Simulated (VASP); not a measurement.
A run of VASP 6.6.1:

File INCAR:

```
AGGAC    = 1.0          
AGGAX    = 1.0          
ALDAC    = 0.0          
ALDAX    = 1.0          
ALGO     = Normal         # electronic algorithm
EDIFF    = 1E-6           # SCF threshold, eV
EDIFFG   = -0.01          # ionic threshold
ENCUT    = 600            # plane-wave cutoff, eV
GGA      = B5             # functional
IBRION   = 2              # ionic algorithm
ISIF     = 3              # what is computed and relaxed
ISMEAR   = -1             # smearing method
IVDW     = 12             # dispersion correction
LASPH    = True           # aspherical terms in the spheres
LCHARG   = False          # write CHGCAR
LREAL    = False          # projectors in reciprocal space
LWAVE    = False          # write WAVECAR
NELM     = 80             # most SCF steps
NSW      = 50             # ionic steps
PREC     = Accurate       # precision mode
SIGMA    = 0.15           # smearing width, eV
VDW_A1   = 0.4298       
VDW_A2   = 4.2359       
VDW_S6   = 1.0          
VDW_S8   = 2.6996
```

The input KPOINTS:

```
k-points
0
Gamma
  10 10 5
```

Contents of POSCAR:

```
MoS2
1.0
    3.2274650000      0.0000000000      0.0000000000
   -1.6137325000      2.7950666798      0.0000000000
    0.0000000000      0.0000000000      6.3124730000
Mo S
1 2
Direct
    0.0000000000      0.0000000000      0.5000000000
    0.3333333333      0.6666666667      0.2553200000
    0.6666666667      0.3333333333      0.7446800000
```

Potentials or basis: VASP PAW PBE potentials, release 64 (Mo_sv, S).

The run is started by

```bash
$ cat potpaw_PBE.64/Mo_sv/POTCAR potpaw_PBE.64/S/POTCAR > POTCAR
$ mpirun -np 1 vasp_std > vasp.out
```

Hardware: 1 thread of Intel Xeon 8259CL, on a shared host.

Question: How long does it take, and how much memory?

Answer: Run time: 23 min on 1 thread of Intel Xeon 8259CL, with other jobs on the host, peak memory 0.26 GiB. Counts: scf iterations 152, k points 58, ion steps 20.
